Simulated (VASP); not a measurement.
# CdTe in VASP: a series of runs

Runs on CdTe. Level: PBE. Tasks: single point.

Program: VASP 6.6.1. These are calculated values, not measurements. Logs are shortened: lines on timing, memory, paths and dates and some standing lists are left out, and cuts for length are marked.

## Step 1: The cell of the first run

The structure is cubic, space group F-43m (No. 216). The conventional cell has a = 6.816 Å, b = 6.816 Å, c = 6.816 Å, α = 90.00°, β = 90.00°, γ = 90.00°. Within 3.9 Å of Cd (site symmetry -43m) lie 4 Te at 2.95 Å. Te (site symmetry -43m) has 4 Cd at 2.95 Å within 3.9 Å.

## Step 2: Single point, PBE (strain +0.030 along x and y, +0.030 along z)

The input, INCAR:

```
PREC = Accurate ; ENCUT = 520
EDIFF = 1E-6 ; ISMEAR = 0
SIGMA = 0.05 ; LREAL = F
LASPH = T ; NELM = 60
ALGO = Normal ; ISIF = 2
LWAVE = F ; LCHARG = T
GGA = PE ; LELF = T
LVHAR = T ; NBANDS = 16
```

The input, KPOINTS:

```
Automatic mesh
0
Gamma
  10 10 10
```

The input, POSCAR:

```
CdTe
1.0
    0.0000000000      3.4079472836      3.4079472836
    3.4079472836      0.0000000000      3.4079472836
    3.4079472836      3.4079472836      0.0000000000
Cd Te
1 1
Direct
    0.0000000000      0.0000000000      0.0000000000
    0.7500000000      0.7500000000      0.7500000000
```

Potentials or basis: VASP PAW PBE potentials, release 64 (Cd, Te).

Started as:

```console
$ cat potpaw_PBE.64/Cd/POTCAR potpaw_PBE.64/Te/POTCAR > POTCAR
$ mpirun -np 1 vasp_std > vasp.out
```

OUTCAR:

```text
PREC = Accurate
   ENCUT = 520
   EDIFF = 1E-6
   ISMEAR = 0
   LREAL = F
   LASPH = T
   NELM = 60
   ISIF = 2
   GGA = PE

 ion  position               nearest neighbor table
   1  0.000  0.000  0.000-   2 2.95   2 2.95   2 2.95   2 2.95
   2  0.750  0.750  0.750-   1 2.95   1 2.95   1 2.95   1 2.95

  LATTYP: Found a face centered cubic cell.
 ALAT       =     6.8158945672

  Lattice vectors:

 A1 = (   0.0000000000,   3.4079472836,   3.4079472836)
 A2 = (   3.4079472836,   0.0000000000,   3.4079472836)
 A3 = (   3.4079472836,   3.4079472836,   0.0000000000)

Analysis of symmetry for initial positions (statically):
=====================================================================
 Subroutine PRICEL returns:
 Original cell was already a primitive cell.

 Routine SETGRP: Setting up the symmetry group for a
 face centered cubic supercell.

 Subroutine GETGRP returns: Found 24 space group operations
 (whereof 24 operations were pure point group operations)
 out of a pool of 48 trial point group operations.

The static configuration has the point symmetry T_d .

Analysis of symmetry for dynamics (positions and initial velocities):
=====================================================================
 Subroutine PRICEL returns:
 Original cell was already a primitive cell.

 Routine SETGRP: Setting up the symmetry group for a
 face centered cubic supercell.

 Subroutine GETGRP returns: Found 24 space group operations
 (whereof 24 operations were pure point group operations)
 out of a pool of 48 trial point group operations.

The dynamic configuration has the point symmetry T_d .

 Subroutine INISYM returns: Found 24 space group operations
 (whereof 24 operations are pure point group operations),
 and found     1 'primitive' translations

----------------------------------------------------------------------------------------

                                     Primitive cell

  volume of cell :      79.1605

  direct lattice vectors                    reciprocal lattice vectors
     0.000000000  3.407947284  3.407947284    -0.146715884  0.146715884  0.146715884
     3.407947284  0.000000000  3.407947284     0.146715884 -0.146715884  0.146715884
     3.407947284  3.407947284  0.000000000     0.146715884  0.146715884 -0.146715884

  length of vectors
     4.819565268  4.819565268  4.819565268     0.254119366  0.254119366  0.254119366

  position of ions in fractional coordinates (direct lattice)
     0.000000000  0.000000000  0.000000000
     0.750000000  0.750000000  0.750000000

[... 76 lines left out ...]
   EDIFF  = 0.1E-05   stopping-criterion for ELM
   LREAL  =      F    real-space projection
   EDIFFG = 0.1E-04   stopping-criterion for IOM
   NSW    =      0    number of steps for IOM
   IBRION =     -1    ionic relax: 0-MD 1-quasi-New 2-CG
   NFREE  =      0    steps in history (QN), initial steepest desc. (CG)
   ISIF   =      2    stress and relaxation
   ISYM   =      2    0-nonsym 1-usesym 2-fastsym
   POTIM  = 0.5000    time-step for ionic-motion
   TEBEG  =    0.0;   TEEND  =   0.0 temperature during run
   PSTRESS=    0.0 pullay stress
   NELECT =      18.0000    total number of electrons
   NUPDOWN=      -1.0000    fix difference up-down
   EMIN   =  10.00;   EMAX   =-10.00  energy-range for DOS
   EFERMI =   0.00;   METHOD = LEGACY
   ISMEAR =     0;   SIGMA  =   0.05  broadening in eV -4-tet -1-fermi 0-gaus
   EFERMI_NEDOS =   21; number of points for ismear=-14 and -15
   IALGO  =     38    algorithm
   IMIX   =      4    mixing-type and parameters
     AMIX     =   0.40;   BMIX     =  1.00
     AMIX_MAG =   1.60;   BMIX_MAG =  1.00
  volume/ion in A,a.u.               =      39.58       267.10
  Fermi-wavevector in a.u.,A,eV,Ry     =   0.999224  1.888259 13.584714  0.998448
  Thomas-Fermi vector in A             =   2.131500
   LORBIT       =      0    0 simple, 1 ext, 2 COOP (PROOUT), +10 PAW based schemes
   GGA     = PE    functional components
   LHFCALC =     F    Hartree Fock is set to
   AEXX    =    0.0000 exact exchange contribution
   IVDW    =     0    specifies the selected vdW correction
   LEPSILON=     F    determine dielectric tensor
   LRPA    =     F    only Hartree local field effects (RPA)
 non-spin polarized calculation
 Gauss-broadening in eV      SIGMA  =   0.05
  energy-cutoff  :      520.00
  volume of cell :       79.16
 maximum number of plane-waves:      2162
   NGX = 17   NGY = 17   NGZ = 17

 number of electron      17.9999997 magnetization

 Free energy of the ion-electron system (eV)
  ---------------------------------------------------
  ext. energy  EPLUGINS =         0.00000000
  ---------------------------------------------------
  free energy    TOTEN  =        -4.75943724 eV

  energy without entropy =       -4.75943724  energy(sigma->0) =       -4.75943724

 E-fermi :   1.2681     XC(G=0):  -7.9333

 val. band max:        1.0983883346   @ k =   0.0000   0.0000   0.0000
 cond. band min:       1.4300099500   @ k =   0.0000   0.0000   0.0000
 fundamental gap:      0.3316216154
 Fermi energy:         1.2681158379

 k-point     1 :       0.0000    0.0000    0.0000
  band No.  band energies     occupation
      1      -9.3266      2.00000
      2      -6.7801      2.00000
      3      -6.7801      2.00000
      4      -6.7801      2.00000
      5      -6.6153      2.00000
      6      -6.6153      2.00000
[... 433 lines left out ...]
      3      -6.7039      2.00000
      4      -6.6550      2.00000
      5      -6.6005      2.00000
      6      -6.4138      2.00000
[... 8 lines left out ...]
     15      11.2639      0.00000
     16      12.0939      0.00000

 [... further k-points ...]

------------------------ aborting loop because EDIFF is reached ----------------------------------------

  FORCE on cell =-STRESS in cart. coord.  units (eV):
  Direction    XX          YY          ZZ          XY          YZ          ZX
  --------------------------------------------------------------------------------------
  -------------------------------------------------------------------------------------
  Total       -1.1994507     -1.1994507     -1.1994507      0.0000000     -0.0000000      0.0000000
  in kB      -24.2764061    -24.2764061    -24.2764061      0.0000000     -0.0000000      0.0000000
  external PRESSURE =     -24.2764061 kB  Pullay stress =       0.0000000 kB

 VOLUME and BASIS-vectors are now :
 -----------------------------------------------------------------------------
  energy-cutoff  :      520.00
  volume of cell :       79.16
      direct lattice vectors                 reciprocal lattice vectors
     0.000000000  3.407947284  3.407947284    -0.146715884  0.146715884  0.146715884
     3.407947284  0.000000000  3.407947284     0.146715884 -0.146715884  0.146715884
     3.407947284  3.407947284  0.000000000     0.146715884  0.146715884 -0.146715884

 POSITION                                       TOTAL-FORCE (eV/Angst)
 -----------------------------------------------------------------------------------
      0.00000      0.00000      0.00000        -0.000000     -0.000000     -0.000000
      5.11192      5.11192      5.11192         0.000000      0.000000      0.000000
 -----------------------------------------------------------------------------------
    total drift:                                0.000000      0.000000      0.000000

  FREE ENERGIE OF THE ION-ELECTRON SYSTEM (eV)
  ---------------------------------------------------
  free  energy   TOTEN  =        -4.7594372429 eV

  energy  without entropy=       -4.7594372412  energy(sigma->0) =       -4.75943724
```

OSZICAR:

```text
N       E                     dE             d eps       ncg     rms          rms(c)
DAV:   1     0.100297240934E+03    0.10030E+03   -0.80437E+03  1504   0.954E+02
DAV:   2    -0.119356661070E+01   -0.10149E+03   -0.96336E+02  1848   0.231E+02
DAV:   3    -0.497117918103E+01   -0.37776E+01   -0.37729E+01  1816   0.466E+01
DAV:   4    -0.500786752066E+01   -0.36688E-01   -0.36687E-01  2320   0.404E+00
DAV:   5    -0.500796368936E+01   -0.96169E-04   -0.96169E-04  1880   0.192E-01    0.416E+00
DAV:   6    -0.477234401031E+01    0.23562E+00   -0.39482E-01  1728   0.656E+00    0.361E+00
DAV:   7    -0.475795249235E+01    0.14392E-01   -0.93454E-02  1792   0.190E+00    0.148E+00
DAV:   8    -0.475894607911E+01   -0.99359E-03   -0.85589E-03  1672   0.100E+00    0.391E-01
DAV:   9    -0.475933725554E+01   -0.39118E-03   -0.10413E-03  1856   0.290E-01    0.777E-02
DAV:  10    -0.475939079895E+01   -0.53543E-04   -0.97560E-05  1872   0.952E-02    0.519E-02
DAV:  11    -0.475943748944E+01   -0.46690E-04   -0.70250E-05  1792   0.451E-02    0.270E-02
DAV:  12    -0.475943724285E+01    0.24659E-06   -0.28435E-06  1928   0.122E-02
   1 F= -.47594372E+01 E0= -.47594372E+01  d E =-.162734E-08
```

It took 76 s on 1 thread of Intel Xeon 8259CL, shared host; peak memory 0.24 GiB.

What came out:

```
Free energy            : -4.7594 eV
Pressure               : -2.4 GPa
Band gap on the k mesh : 0.33 eV
```

Levels at points of the mesh, in eV from the valence-band top:
```tsv
k point	band 6	band 7	band 8	band 9	band 10	band 11	band 12	band 13
(0.00, 0.00, 0.00)	-7.71	0.00	0.00	0.00	0.33	4.67	4.67	4.67
(0.50, 0.00, 0.00)	-7.47	-3.65	-0.58	-0.58	1.65	5.21	5.21	6.81
(0.50, 0.50, 0.00)	-7.38	-3.64	-1.41	-1.41	2.62	2.90	8.09	8.37
```

Caveat: the cell differs from its parent crystal (strain +0.030 along x and y, +0.030 along z); spin-orbit coupling is left out, which moves the levels of the heavy elements.

(Continued in part 2 of 2.)
